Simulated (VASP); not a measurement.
Wanted: the native input for a VASP 6.6.1 run.

```
Task                   : relaxation of cell and atoms
Functional             : PBE
Potentials or basis    : VASP PAW PBE potentials, release 64 (B, P)
Cutoff                 : 600 eV
k mesh                 : 6 × 6 × 6
Occupations            : gaussian, width 0.02 eV
Spin                   : no spin polarisation
Dipole correction      : no
Further INCAR settings : ALGO = Normal; EDIFF = 1e-06; IBRION = 2; EDIFFG = -0.01; NSW = 100; ISIF = 3
```

The structure of BP lies in POSCAR:

```
BP
1.0
   -3.0860908729      3.0860908729      4.1275117374
    3.0860908729     -3.0860908729      4.1275117374
    3.0860908729      3.0860908729     -4.1275117374
B P
5 5
Direct
    0.1739644641      0.4479399844      0.0000000000
    0.5520600156      0.5520600156      0.7260244797
    0.0000000000      0.0000000000      0.0000000000
    0.8260355359      0.8260355359      0.2739755203
    0.4479399844      0.1739644641      0.0000000000
    0.3281461110      0.3281461110      0.2828722368
    0.9547261258      0.6718538890      0.0000000000
    0.6718538890      0.9547261258      0.0000000000
    0.0452738742      0.0452738742      0.7171277632
    0.5000000000      0.5000000000      0.0000000000
```

One way to write it, as run:

INCAR

```
SYSTEM = BP
PREC = Accurate ; ENCUT = 600
EDIFF = 1E-6 ; ISMEAR = 0
SIGMA = 0.02 ; LREAL = .False.
LASPH = .True. ; NELM = 60
ALGO = Normal ; ISIF = 3
LWAVE = .False. ; LCHARG = .False.
GGA = PE ; IBRION = 2
NSW = 100 ; EDIFFG = -0.01
```

KPOINTS

```
Automatic mesh
0
Gamma
  6 6 6
  0 0 0
```

Potentials or basis: VASP PAW PBE potentials, release 64 (B, P).

Command:

```console
$ cat potpaw_PBE.64/B/POTCAR potpaw_PBE.64/P/POTCAR > POTCAR
$ mpirun -np 1 vasp_std > vasp.out
```

It gave:

- Relaxed volume: 15.72 Å³/atom
- Relaxed cell: a = 6.005 Å, b = 6.005 Å, c = 6.005 Å, α = 118.12°, β = 118.12°, γ = 93.29°
- Space group after relaxing (to 0.05 Å): I-42m (No. 121)
- Energy gained by relaxing: 0.0 meV/atom
- Ionic steps: 4
- Pressure after relaxing: 0.0 GPa
- Largest force after relaxing: 0.010 eV/Å
- Band gap on the k mesh: 1.31 eV, indirect (least direct gap 1.40 eV)

Run time: 3.5 min on 1 thread of AMD EPYC 9R45 96-Core Processor (Zen 5), with other jobs on the host, peak memory 0.36 GiB.
